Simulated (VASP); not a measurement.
Write the native input for VASP 6.6.1 that does the following.

```yaml
Task: single point
Functional: LDA
Potentials_or_basis: VASP PAW LDA potentials, release 64 (Sr_sv, Cl)
Cutoff: 520 eV
k_mesh: 6 × 6 × 6
Occupations: gaussian, width 0.05 eV
Spin: no spin polarisation
Dipole_correction: no
Further_INCAR_settings: ALGO = Normal; EDIFF = 1e-06; NBANDS = 19
```

The structure of SrCl2 lies in POSCAR:

```
SrCl2
1.0
    0.0000000000      3.4855000000      3.3460800000
    3.4855000000      0.0000000000      3.3460800000
    3.4855000000      3.4855000000      0.0000000000
Sr Cl
1 2
Direct
    0.0000000000      0.0000000000      0.0000000000
    0.2500000000      0.2500000000      0.2500000000
    0.7500000000      0.7500000000      0.7500000000
```

This cell differs from its parent crystal: strain +0.000 along x and y, -0.040 along z.

One way to write it, as run:

INCAR

```
PREC = Accurate
ENCUT = 520
EDIFF = 1E-6
ISMEAR = 0
SIGMA = 0.05
LREAL = False
LASPH = True
NELM = 80
ALGO = Normal
ISIF = 2
LWAVE = False
LCHARG = False
NBANDS = 19
```

KPOINTS

```
Automatic mesh
0
Gamma
  6 6 6
```

Potentials or basis: VASP PAW LDA potentials, release 64 (Sr_sv, Cl).

Run with:

```sh
$ cat potpaw_LDA.64/Sr_sv/POTCAR potpaw_LDA.64/Cl/POTCAR > POTCAR
$ mpirun -np 1 vasp_std > vasp.out
```

It gave:

| Property | Result |
| --- | --- |
| Pressure | -1.2 GPa |
| Band gap on the k mesh | 4.81 eV (least direct gap 4.93 eV) |

Caveat: the cell differs from its parent crystal (strain +0.000 along x and y, -0.040 along z).

Run time: 15 s on 1 thread of Intel(R) Xeon(R) 6975P-C (Granite Rapids), on a shared host, peak memory 0.2 GiB.
